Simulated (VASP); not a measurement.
Runs of VASP 6.6.1 on Te. It takes space group P4_132 (No. 213, cubic). The conventional cell has a = 5.223 Å, b = 5.223 Å, c = 5.223 Å, α = 90.00°, β = 90.00°, γ = 90.00°. Within 4.2 Å of Te (site symmetry 32) lie 6 Te at 3.20 Å. 

| level | potentials or basis | gap on the mesh (eV) | pressure (GPa) |
| --- | --- | --- | --- |
| PBEsol | VASP PAW PBE potentials, release 64 (Te) | none | -2.1 |
| PBE | VASP PAW PBE potentials, release 64 (Te) | none | (b) |
| LDA | VASP PAW LDA potentials, release 64 (Te) | none | -2.9 |
| RPBE | VASP PAW PBE potentials, release 64 (Te) | none | (a) |
| revPBE | VASP PAW PBE potentials, release 64 (Te) | none | 0.9 |

Alike in all rows: task single point; no spin polarisation; cell as given; k mesh 4 × 4 × 4; cutoff (eV) 520; smearing fermi-dirac 0.05 eV.

Task: Estimate the missing entries.

Result: (a) 1.3; (b) 0.1.

Caveats: spin-orbit coupling is left out, which moves the levels of the heavy elements; the PAW data sets were made with another functional, which shifts forces and pressure a little (some runs).

A k mesh can miss the band edges, and the runs leave out spin-orbit coupling on Te.

A gap of «none» marks levels without a gap at the run's occupations.
